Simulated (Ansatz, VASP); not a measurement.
# Co in VASP and in Ansatz

Contents of INCAR:

```
  PREC = Accurate
  ENCUT = 520
  EDIFF = 1E-7
  ISMEAR = -1
  SIGMA = 0.05
  LREAL = F
  LASPH = T
  NELM = 150
  ALGO = Normal
  ISIF = 2
  LWAVE = F
  LCHARG = F
  ISPIN = 2
  MAGMOM = 1.89
  LORBIT = 11
  LMAXMIX = 4
  GGA = B5
  ALDAX = 1.0
  AGGAX = 1.0
  AGGAC = 1.0
  ALDAC = 0.0
  NBANDS = 14
```

File KPOINTS:

```
Automatic mesh
0
Gamma
  15 15 15
```

File POSCAR:

```
Co
1.0
    2.4085769930      0.0000000000      0.0000000000
    0.0000000000      2.4085769930      0.0000000000
    0.0000000000      0.0000000000      2.4085769930
Co
1
Direct
    0.0000000000      0.0000000000      0.0000000000
```

Input for Ansatz:

```yaml
crystal:
  lattice:
    - [2.408576993, 0.0, 0.0]
    - [0.0, 2.408576993, 0.0]
    - [0.0, 0.0, 2.408576993]
  atoms:
    - { symbol: Co, position: [0.0, 0.0, 0.0], spin: 1.89 }
hamiltonian:
  xc: blyp
  pseudopotentials:
    kind: paw
    azcp:
      Co: "pseudopotentials/Co.paw.azcp"
basis:
  ecutwfc: 420
  fft_grid_basis: typed
kpoints:
  mp_grid: { grid: [15, 15, 15], shift: [0, 0, 0] }
magnetization:
  spin_polarized: true
scf:
  occupations: { method: fermi_dirac, width: 0.05 }
  lower_state_search: "off"
output:
  stress: true
```

Alike in both runs: task single point; functional BLYP; k mesh 15 × 15 × 15; occupations fermi-dirac, width 0.05 eV; collinear spin.

|  | VASP | Ansatz |
| --- | --- | --- |
| version | VASP 6.6.1 | Ansatz 0.2.0 |
| potentials or method | VASP PAW PBE potentials, release 64 (Co), cutoff 520 eV | plane waves (420 eV) with PAW, scalar-relativistic |
| valence electrons in the cell | 9 | 17 |

Ansatz gave:

| Item | Value |
| --- | --- |
| pressure (GPa) | -4.9 |
| net moment per atom (μB) | 1.88 |
| size of the moment on the site where the two differ most (μB) | 1.91 |

Estimate VASP's values.

pressure (GPa): -5.1; net moment per atom (μB): 1.86; size of the moment on the site where the two differ most (μB): 1.88.

VASP's potentials were made for PBE, not for BLYP. Site moments also hang on the region over which each program counts them. With one functional, cell and mesh, what is left measures potentials, basis and numerics. VASP's potentials hold 9 valence electrons a cell and Ansatz's 17, so a difference there can come from the potentials and not from the codes.
